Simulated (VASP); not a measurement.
Here is a VASP 6.6.1 calculation.

File INCAR:

```
SYSTEM = Si5O
PREC = Accurate
ENCUT = 600
EDIFF = 1E-6
ISMEAR = 0
SIGMA = 0.1
LREAL = .False.
LASPH = .True.
NELM = 100
ALGO = Normal
ISIF = 3
LWAVE = .False.
LCHARG = .False.
GGA = PE
IBRION = 2
NSW = 90
EDIFFG = -0.04
```

Contents of KPOINTS:

```
regular mesh
0
Gamma
  3 3 8
  0 0 0
```

File POSCAR:

```
Si5O
1.0
    6.8971113761      0.0000000000      0.0000000000
   -3.4485556880      5.9730736644      0.0000000000
    0.0000000000      0.0000000000      2.4532682620
Si O
5 1
Direct
    0.7314759625      0.0000000000      0.0000000000
    0.0000000000      0.7314759625      0.0000000000
    0.2685240375      0.2685240375      0.0000000000
    0.3333333333      0.6666666667      0.0000000000
    0.6666666667      0.3333333333      0.0000000000
    0.0000000000      0.0000000000      0.0000000000
```

Potentials or basis: VASP PAW PBE potentials, release 64 (Si, O).

Launch:

```console
$ cat potpaw_PBE.64/Si/POTCAR potpaw_PBE.64/O/POTCAR > POTCAR
$ mpirun -np 1 vasp_std > vasp.out
```

Predict the relaxed cell.

a = 6.689 Å, b = 6.689 Å, c = 2.564 Å, α = 90.00°, β = 90.00°, γ = 120.00°.

Estimate the relaxed volume.

16.55 Å³/atom.

What does it give for the band gap on the k mesh?

Zero (bands 13 and 14 overlap by 2.53 eV).

Estimate the space group after relaxing (to 0.1 Å).

P-62m (No. 189).

Final structure:
```cif
data_structure
_symmetry_space_group_name_H-M 'P 1'
_symmetry_Int_Tables_number 1
_cell_length_a 6.6888
_cell_length_b 6.6888
_cell_length_c 2.5635
_cell_angle_alpha 90.000
_cell_angle_beta 90.000
_cell_angle_gamma 120.000
_cell_volume 99.33
loop_
_atom_site_label
_atom_site_type_symbol
_atom_site_fract_x
_atom_site_fract_y
_atom_site_fract_z
_atom_site_occupancy
Si1 Si 0.72311 0.00000 0.00000 1
Si2 Si 0.00000 0.72311 0.00000 1
Si3 Si 0.27689 0.27689 0.00000 1
Si4 Si 0.33333 0.66667 0.00000 1
Si5 Si 0.66667 0.33333 0.00000 1
O1 O 0.00000 0.00000 0.00000 1
```
